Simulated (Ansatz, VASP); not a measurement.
# Mg in VASP and in Ansatz

File POSCAR:

```
Mg
1.0
    3.1659257641      0.0000000000      0.0000000000
   -1.5829628820      2.7417721382      0.0000000000
    0.0000000000      0.0000000000      5.1398819084
Mg
2
Direct
    0.6666666667      0.3333333333      0.7500000000
    0.3333333333      0.6666666667      0.2500000000
```

INCAR.step1

```
SYSTEM = Mg
PREC = Accurate
ENCUT = 520
ISMEAR = -1
SIGMA = 0.05
LREAL = .False.
LASPH = .True.
NELM = 60
NBANDS = 9
GGA = PE
ALGO = Normal
EDIFF = 1E-4
LWAVE = .True.
LCHARG = .False.
```

The input INCAR.step2:

```
SYSTEM = Mg
PREC = Accurate
ENCUT = 520
EDIFF = 1E-6
ISMEAR = -1
SIGMA = 0.05
LREAL = .False.
LASPH = .True.
NELM = 60
ALGO = Normal
ISIF = 2
LWAVE = .False.
LCHARG = .False.
METAGGA = R2SCAN
LMIXTAU = .True.
IVDW = 13
VDW_S6 = 1.0
VDW_S8 = 0.6018749
VDW_A1 = 0.51559235
VDW_A2 = 5.77342911
NBANDS = 9
ISTART = 1
```

KPOINTS

```
regular mesh
0
Gamma
  10 10 5
  0 0 0
```

input.yaml

```yaml
crystal:
  lattice:
    - [3.1659257641, 0.0, 0.0]
    - [-1.582962882, 2.7417721382, 0.0]
    - [0.0, 0.0, 5.1398819084]
  atoms:
    - { symbol: Mg, position: [0.6666666667, 0.3333333333, 0.75] }
    - { symbol: Mg, position: [0.3333333333, 0.6666666667, 0.25] }
hamiltonian:
  xc: r2scan
  pseudopotentials: { kind: paw }
  dispersion: d4
kpoints:
  mp_grid: { grid: [10, 10, 5] }
scf:
  occupations: { method: fermi_dirac, width: 0.05 }
output:
  forces: true
  stress: true
  eigenvalues: true
```

Alike in both runs: task single point; functional r2SCAN; dispersion D4; k mesh 10 × 10 × 5; occupations fermi-dirac, width 0.05 eV; no spin polarisation.

|  | VASP | Ansatz |
| --- | --- | --- |
| version | VASP 6.6.1 | Ansatz 0.2.0 |
| potentials or method | VASP PAW PBE potentials, release 64 (Mg) | Ansatz PAW |
| plane-wave cutoff (eV) | 520 | 500 |
| valence electrons in the cell | 4 | 20 |

|  | VASP | Ansatz | Ansatz less VASP |
| --- | --- | --- | --- |
| gap on the k mesh at the Fermi level (eV) | none | none | - |
| pressure (GPa) | 0.1 | 0.3 | +0.27 |
| traceless stress, the component that is largest in VASP (GPa) | 0.56 | 0.56 | -0.005 |

VASP's potentials were made for PBE, not for r2SCAN. A gap of «none» marks a metal or a gap that the smearing closes. VASP's potentials hold 4 valence electrons a cell and Ansatz's 20, so a difference there can come from the potentials and not from the codes.
